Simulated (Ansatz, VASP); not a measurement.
**Sr in VASP and in Ansatz**

```
CELL_PARAMETERS angstrom
0.00000 4.69685 4.69685
4.69685 0.00000 4.69685
4.69685 4.69685 0.00000
ATOMIC_POSITIONS crystal
Sr 0.00000 0.00000 0.00000
Sr 0.25000 0.25000 0.25000
```

Alike in both runs: functional PBEsol; k mesh 10 × 10 × 10; occupations gaussian, width 0.1 eV; no spin polarisation.

Ansatz relaxed the structure, and its values are those at the end. VASP's run is a single point on that final structure, the one shown.

|  | VASP | Ansatz |
| --- | --- | --- |
| version | VASP 6.6.1 | Ansatz 0.2.0 |
| potentials or method | VASP PAW PBE potentials, release 64 (Sr_sv), cutoff 520 eV | scalar-relativistic, plane waves, PAW |
| valence electrons in the cell | 20 | 20 |

|  | VASP | Ansatz | Ansatz less VASP |
| --- | --- | --- | --- |
| gap on the k mesh at the Fermi level (eV) | none | none | - |
| pressure (GPa) | 0.0 | 0.0 | -0.01 |

VASP's potentials were made for PBE, not for PBEsol. A gap of «none» marks a metal or a gap that the smearing closes. With one functional, cell and mesh, what is left measures potentials, basis and numerics.
